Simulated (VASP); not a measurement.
MgO (zincblende type): single point with r2SCAN

The system is MgO (zincblende type).

```
Mg O
1.0
     0.00000    1.86991    1.86991
     1.86991    0.00000    1.86991
     1.86991    1.86991    0.00000
Mg O
1 1
Cartesian
  0.0000 0.0000 0.0000
  0.9350 0.9350 0.9350
```

This cell differs from its parent crystal: volume scaled by 0.55.

```json
{
 "Program": "VASP 6.6.1",
 "Task": "single point",
 "Functional": "r2SCAN",
 "Potentials or basis": "VASP PAW PBE potentials, release 64 (Mg, O)",
 "Cutoff": "520 eV",
 "k mesh": "16 × 16 × 16",
 "Occupations": "fermi-dirac, width 0.1 eV",
 "Spin": "no spin polarisation",
 "Dipole correction": "no",
 "Further INCAR settings": "ALGO = Normal; EDIFF = 1e-06; NBANDS = 11"
}
```

```
Pressure               : 259.7 GPa
Band gap on the k mesh : 8.32 eV, indirect (least direct gap 9.07 eV)
```

Levels at points of the mesh, in eV from the valence-band top:
```tsv
k point	band 1	band 2	band 3	band 4	band 5	band 6	band 7	band 8
(0.00, 0.00, 0.00)	-19.17	-0.06	-0.06	-0.06	9.02	25.44	25.44	25.44
(0.50, 0.00, 0.00)	-17.16	-4.92	-0.15	-0.15	14.63	16.06	20.60	20.60
(0.50, 0.50, 0.00)	-16.54	-4.31	-0.83	-0.83	8.32	16.43	26.55	26.55
```

Run time: 34 s on 1 thread of Intel(R) Xeon(R) 6975P-C (Granite Rapids), with other jobs on the host, peak memory 0.14 GiB.

Caveat: the PAW data sets were made with another functional, which shifts forces and pressure a little. A k mesh can miss the band edges.
